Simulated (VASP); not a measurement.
# Al3Cu (Pm-3m) in VASP: further runs, part 2 of 3

VASP 6.6.1. Earlier steps stand in the parts before.

### 4 Single point, r2SCAN

Contents of POSCAR:

```
Al3Cu
1.0
    3.9241510000      0.0000000000      0.0000000000
    0.0000000000      3.9241510000      0.0000000000
    0.0000000000      0.0000000000      3.9241510000
Al Cu
3 1
Direct
    0.0000000000      0.5000000000      0.5000000000
    0.5000000000      0.0000000000      0.5000000000
    0.5000000000      0.5000000000      0.0000000000
    0.0000000000      0.0000000000      0.0000000000
```

Contents of INCAR.step1:

```
SYSTEM = Al3Cu
PREC = Accurate ; ENCUT = 520
ISMEAR = 0 ; SIGMA = 0.1
LREAL = .FALSE. ; LASPH = .TRUE.
NELM = 80 ; NBANDS = 18
GGA = PE ; ALGO = Normal
EDIFF = 1E-4 ; LWAVE = .TRUE.
LCHARG = .FALSE.
```

Contents of INCAR.step2:

```
SYSTEM = Al3Cu
PREC = Accurate ; ENCUT = 520
EDIFF = 1E-6 ; ISMEAR = 0
SIGMA = 0.1 ; LREAL = .FALSE.
LASPH = .TRUE. ; NELM = 80
ALGO = Normal ; ISIF = 2
LWAVE = .FALSE. ; LCHARG = .TRUE.
METAGGA = R2SCAN ; LMIXTAU = .TRUE.
LELF = .TRUE. ; LVHAR = .TRUE.
NBANDS = 18 ; ISTART = 1
```

Contents of KPOINTS:

```
regular mesh
0
G
  8 8 8
  0 0 0
```

Potentials or basis: VASP PAW PBE potentials, release 64 (Al, Cu).

Command:

```sh
> cat potpaw_PBE.64/Al/POTCAR potpaw_PBE.64/Cu/POTCAR > POTCAR
> cp INCAR.step1 INCAR
> mpirun -np 1 vasp_std > vasp.out
> cp INCAR.step2 INCAR
> mpirun -np 1 vasp_std > vasp.out
```

OUTCAR:

```text
SYSTEM = Al3Cu
   PREC = Accurate
   ENCUT = 520
   EDIFF = 1E-6
   ISMEAR = 0
   LREAL = .FALSE.
   LASPH = .TRUE.
   NELM = 80
   ISIF = 2
   METAGGA = R2SCAN
   ISTART = 1

 ion  position               nearest neighbor table
   1  0.000  0.500  0.500-   2 2.77   3 2.77   4 2.77   3 2.77   4 2.77   2 2.77   4 2.77   4 2.77
                             2 2.77   3 2.77   3 2.77   2 2.77
   2  0.500  0.000  0.500-   1 2.77   3 2.77   4 2.77   3 2.77   4 2.77   1 2.77   3 2.77   3 2.77
                             1 2.77   4 2.77   4 2.77   1 2.77
   3  0.500  0.500  0.000-   1 2.77   2 2.77   4 2.77   1 2.77   2 2.77   2 2.77   4 2.77   2 2.77
                             1 2.77   4 2.77   1 2.77   4 2.77
   4  0.000  0.000  0.000-   1 2.77   2 2.77   3 2.77   1 2.77   2 2.77   1 2.77   3 2.77   1 2.77
                             2 2.77   3 2.77   2 2.77   3 2.77

  LATTYP: Found a simple cubic cell.
 ALAT       =     3.9241510000

  Lattice vectors:

 A1 = (   3.9241510000,   0.0000000000,   0.0000000000)
 A2 = (   0.0000000000,   3.9241510000,   0.0000000000)
 A3 = (   0.0000000000,   0.0000000000,   3.9241510000)

Analysis of symmetry for initial positions (statically):
=====================================================================
 Subroutine PRICEL returns:
 Original cell was already a primitive cell.

 Routine SETGRP: Setting up the symmetry group for a
 simple cubic supercell.

 Subroutine GETGRP returns: Found 48 space group operations
 (whereof 48 operations were pure point group operations)
 out of a pool of 48 trial point group operations.

The static configuration has the point symmetry O_h .

Analysis of symmetry for dynamics (positions and initial velocities):
=====================================================================
 Subroutine PRICEL returns:
 Original cell was already a primitive cell.

 Routine SETGRP: Setting up the symmetry group for a
 simple cubic supercell.

 Subroutine GETGRP returns: Found 48 space group operations
 (whereof 48 operations were pure point group operations)
 out of a pool of 48 trial point group operations.

The dynamic configuration has the point symmetry O_h .

 Subroutine INISYM returns: Found 48 space group operations
 (whereof 48 operations are pure point group operations),
 and found     1 'primitive' translations

----------------------------------------------------------------------------------------

                                     Primitive cell

  volume of cell :      60.4278

  direct lattice vectors                    reciprocal lattice vectors
     3.924151000  0.000000000  0.000000000     0.254832192  0.000000000  0.000000000
     0.000000000  3.924151000  0.000000000     0.000000000  0.254832192  0.000000000
     0.000000000  0.000000000  3.924151000     0.000000000  0.000000000  0.254832192

  length of vectors
     3.924151000  3.924151000  3.924151000     0.254832192  0.254832192  0.254832192

  position of ions in fractional coordinates (direct lattice)
     0.000000000  0.500000000  0.500000000
     0.500000000  0.000000000  0.500000000
     0.500000000  0.500000000  0.000000000
     0.000000000  0.000000000  0.000000000

  ion indices of the primitive-cell ions
   primitive index   ion index
                 1           1
                 2           2
                 3           3
                 4           4

[... 21 lines left out ...]
 Subroutine IBZKPT returns following result:
 ===========================================

 Found     35 irreducible k-points:

 Following reciprocal coordinates:
            Coordinates               Weight
  0.000000  0.000000  0.000000      1.000000
  0.125000  0.000000  0.000000      6.000000
  0.250000  0.000000  0.000000      6.000000
  0.375000  0.000000  0.000000      6.000000
  0.500000  0.000000  0.000000      3.000000
  0.125000  0.125000  0.000000     12.000000
[... 16 lines left out ...]
  0.375000  0.375000  0.125000     24.000000
  0.500000  0.375000  0.125000     24.000000
 [... further k-points ...]
   k-points           NKPTS =     35   k-points in BZ     NKDIM =     35   number of bands    NBANDS=     18
   number of dos      NEDOS =    301   number of ions     NIONS =      4
   total plane-waves  NPLWV =  27000
   dimension x,y,z NGX =    30 NGY =   30 NGZ =   30
   dimension x,y,z NGXF=    60 NGYF=   60 NGZF=   60
   ions per type =               3   1
   NGX,Y,Z   is equivalent  to a cutoff of  12.71, 12.71, 12.71 a.u.
   NGXF,Y,Z  is equivalent  to a cutoff of  25.42, 25.42, 25.42 a.u.
 SYSTEM =  Al3Cu
   PREC   = accura    normal or accurate (medium, high low for compatibility)
   ISTART =      1    job   : 0-new  1-cont  2-samecut
   ICHARG =      0    charge: 1-file 2-atom 10-const
   ISPIN  =      1    spin polarized calculation?
   LNONCOLLINEAR =      F non collinear calculations
   LSORBIT =      F    spin-orbit coupling
   LASPH  =      T    aspherical Exc in radial PAW
   ENCUT  =  520.0 eV  38.22 Ry    6.18 a.u.   7.30  7.30  7.30*2*pi/ulx,y,z
   NELM   =     80;   NELMIN=  2; NELMDL=  0     # of ELM steps
   EDIFF  = 0.1E-05   stopping-criterion for ELM
   LREAL  =      F    real-space projection
   EDIFFG = 0.1E-04   stopping-criterion for IOM
   NSW    =      0    number of steps for IOM
   IBRION =     -1    ionic relax: 0-MD 1-quasi-New 2-CG
   NFREE  =      0    steps in history (QN), initial steepest desc. (CG)
   ISIF   =      2    stress and relaxation
   ISYM   =      2    0-nonsym 1-usesym 2-fastsym
   POTIM  = 0.5000    time-step for ionic-motion
   TEBEG  =    0.0;   TEEND  =   0.0 temperature during run
   PSTRESS=    0.0 pullay stress
   NELECT =      20.0000    total number of electrons
   NUPDOWN=      -1.0000    fix difference up-down
   EMIN   =  10.00;   EMAX   =-10.00  energy-range for DOS
   EFERMI =   0.00;   METHOD = LEGACY
   ISMEAR =     0;   SIGMA  =   0.10  broadening in eV -4-tet -1-fermi 0-gaus
   EFERMI_NEDOS =   21; number of points for ismear=-14 and -15
   IALGO  =     38    algorithm
   IMIX   =      4    mixing-type and parameters
     AMIX     =   0.40;   BMIX     =  1.00
     AMIX_MAG =   1.60;   BMIX_MAG =  1.00
  volume/ion in A,a.u.               =      15.11       101.95
  Fermi-wavevector in a.u.,A,eV,Ry     =   1.132415  2.139955 17.447632  1.282365
  Thomas-Fermi vector in A             =   2.269116
   LORBIT       =      0    0 simple, 1 ext, 2 COOP (PROOUT), +10 PAW based schemes
   METAGGA = R2SCAN    functional components
   LHFCALC =     F    Hartree Fock is set to
   AEXX    =    0.0000 exact exchange contribution
   IVDW    =     0    specifies the selected vdW correction
   LEPSILON=     F    determine dielectric tensor
   LRPA    =     F    only Hartree local field effects (RPA)
 non-spin polarized calculation
 Gauss-broadening in eV      SIGMA  =   0.10
  energy-cutoff  :      520.00
  volume of cell :       60.43
 maximum number of plane-waves:      1647
 NGX is ok and might be reduce to    30
   NGX = 15   NGY = 15   NGZ = 15

 number of electron      20.0000021 magnetization

 Free energy of the ion-electron system (eV)
  ---------------------------------------------------
  ext. energy  EPLUGINS =         0.00000000
  ---------------------------------------------------
  free energy    TOTEN  =       -31.14238817 eV

  energy without entropy =      -31.13604061  energy(sigma->0) =      -31.13921439

 E-fermi :   8.1965     XC(G=0): -11.5388

 val. band max:        8.1749433749   @ k =   0.3750   0.3750   0.2500
 cond. band min:       8.2207751593   @ k =   0.5000   0.5000   0.2500
 fundamental gap:      0.0458317844
 Fermi energy:         8.1964595181

 k-point     1 :       0.0000    0.0000    0.0000
  band No.  band energies     occupation
      1      -3.5707      2.00000
      2       3.7742      2.00000
      3       3.7742      2.00000
      4       4.5135      2.00000
      5       4.5135      2.00000
      6       4.5135      2.00000
[... 481 lines left out ...]
      5       4.2125      2.00000
      6       4.2610      2.00000
[... 10 lines left out ...]
     17      16.5312      0.00000
     18      17.1803      0.00000

 [... further k-points ...]
[... 5 lines left out ...]
  --------------------------------------------------------------------------------------
  -------------------------------------------------------------------------------------
  Total       -1.0615527     -1.0615527     -1.0615527     -0.0000000     -0.0000000      0.0000000
  in kB      -28.1458913    -28.1458913    -28.1458913     -0.0000000     -0.0000000      0.0000000
  external PRESSURE =     -28.1458913 kB  Pullay stress =       0.0000000 kB

 VOLUME and BASIS-vectors are now :
 -----------------------------------------------------------------------------
  energy-cutoff  :      520.00
  volume of cell :       60.43
      direct lattice vectors                 reciprocal lattice vectors
     3.924151000  0.000000000  0.000000000     0.254832192  0.000000000  0.000000000
     0.000000000  3.924151000  0.000000000     0.000000000  0.254832192  0.000000000
     0.000000000  0.000000000  3.924151000     0.000000000  0.000000000  0.254832192

 POSITION                                       TOTAL-FORCE (eV/Angst)
 -----------------------------------------------------------------------------------
      0.00000      1.96208      1.96208         0.000000      0.000000      0.000000
      1.96208      0.00000      1.96208         0.000000      0.000000      0.000000
      1.96208      1.96208      0.00000         0.000000      0.000000      0.000000
      0.00000      0.00000      0.00000         0.000000      0.000000      0.000000
 -----------------------------------------------------------------------------------
    total drift:                                0.000000     -0.000000     -0.000000

  FREE ENERGIE OF THE ION-ELECTRON SYSTEM (eV)
  ---------------------------------------------------
  free  energy   TOTEN  =       -31.1423881704 eV

  energy  without entropy=      -31.1360406083  energy(sigma->0) =      -31.13921439
```

It took 1.7 min on 1 thread of Intel Xeon 6975P-C, shared host; peak memory 0.19 GiB.

Results:

- Free energy: -31.1424 eV
- Pressure: -2.8 GPa
- Band gap on the k mesh: zero (band 10 reaches 9.78 eV, above the bottom of band 11 at 6.26 eV)

Levels at points of the mesh, in eV from the Fermi level:
```csv
k point,band 8,band 9,band 10,band 11,band 12,band 13
"(0.00, 0.00, 0.00)",-2.57,-2.57,-0.59,0.57,0.57,6.82
"(0.50, 0.00, 0.00)",0.23,0.23,0.30,0.30,0.69,2.30
"(0.50, 0.50, 0.00)",-3.39,-3.16,1.38,3.06,3.06,3.47
"(0.50, 0.50, 0.50)",-3.46,-3.46,-2.47,-1.94,-1.94,-1.94
```

Caveat: the PAW data sets were made with another functional, which shifts forces and pressure a little.

### 5 Single point, r2SCAN

POSCAR is that of step 4.

Contents of INCAR.step1:

```
SYSTEM = Al3Cu
  ALGO = Normal
  EDIFF = 1E-4
  ENCUT = 520
  GGA = PE
  ISMEAR = 0
  LASPH = .TRUE.
  LCHARG = .FALSE.
  LREAL = .FALSE.
  LWAVE = .TRUE.
  NBANDS = 18
  NELM = 100
  PREC = Accurate
  SIGMA = 0.1
```

Contents of INCAR.step2:

```
SYSTEM = Al3Cu
  ALGO = Normal
  EDIFF = 1E-6
  ENCUT = 520
  ISIF = 2
  ISMEAR = 0
  ISTART = 1
  LASPH = .TRUE.
  LCHARG = .FALSE.
  LMIXTAU = .TRUE.
  LREAL = .FALSE.
  LWAVE = .FALSE.
  METAGGA = R2SCAN
  NBANDS = 18
  NELM = 100
  PREC = Accurate
  SIGMA = 0.1
```

Contents of KPOINTS:

```
k-points
0
G
  10 10 10
  0 0 0
```

Command:

```sh
> cat potpaw_PBE.64/Al/POTCAR potpaw_PBE.64/Cu/POTCAR > POTCAR
> cp INCAR.step1 INCAR
> mpirun -np 1 vasp_std > vasp.out
> cp INCAR.step2 INCAR
> mpirun -np 1 vasp_std > vasp.out
```

It took 3 min on 1 thread of Intel Xeon 6975P-C, shared host; peak memory 0.2 GiB.

It converged, with:

| Quantity | Value |
| --- | --- |
| Free energy | -31.1535 eV |
| Pressure | -2.8 GPa |
| Band gap on the k mesh | zero (band 10 reaches 9.79 eV, above the bottom of band 11 at 6.26 eV) |

Levels at points of the mesh, in eV from the Fermi level:
```csv
k point,band 7,band 8,band 9,band 10,band 11,band 12,band 13,band 14
"(0.00, 0.00, 0.00)",-2.60,-2.60,-2.60,-0.62,0.54,0.54,6.79,6.79
"(0.50, 0.00, 0.00)",-3.49,0.21,0.21,0.27,0.27,0.66,2.28,2.33
"(0.50, 0.50, 0.00)",-3.49,-3.41,-3.19,1.35,3.04,3.04,3.44,3.99
"(0.50, 0.50, 0.50)",-4.28,-3.49,-3.49,-2.50,-1.96,-1.96,-1.96,12.76
```

Caveat: the PAW data sets were made with another functional, which shifts forces and pressure a little.

[end of part 2 of 3]
